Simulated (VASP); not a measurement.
Runs of VASP 6.6.1 on Ca. The structure is that of space group Fm-3m (No. 225), or close to it. The cells are those of the table. 

| cell | gap on the mesh (eV) | pressure (GPa) |
| --- | --- | --- |
| a = 3.909 Å, angles 60.0°, 1 atom | none | (b) |
| a = 3.858 Å, angles 60.0°, 1 atom | none | 0.0 |
| a = 4.006 Å, angles 60.0°, 1 atom | none | -1.7 |
| a = 3.697 Å, angles 60.0°, 1 atom | none | 2.8 |
| a = 3.806 Å, angles 60.0°, 1 atom | none | (a) |

Alike in all rows: task single point; level PBEsol; potentials or basis VASP PAW PBE potentials, release 64 (Ca_sv); no spin polarisation; k mesh 16 × 16 × 16; cutoff (eV) 520; smearing fermi-dirac 0.1 eV.

Problem. Estimate the missing entries.

Solution. (a) 0.8; (b) -0.7.

Caveats: the PAW data sets were made with another functional, which shifts forces and pressure a little.

A gap of «none» marks levels without a gap at the run's occupations.
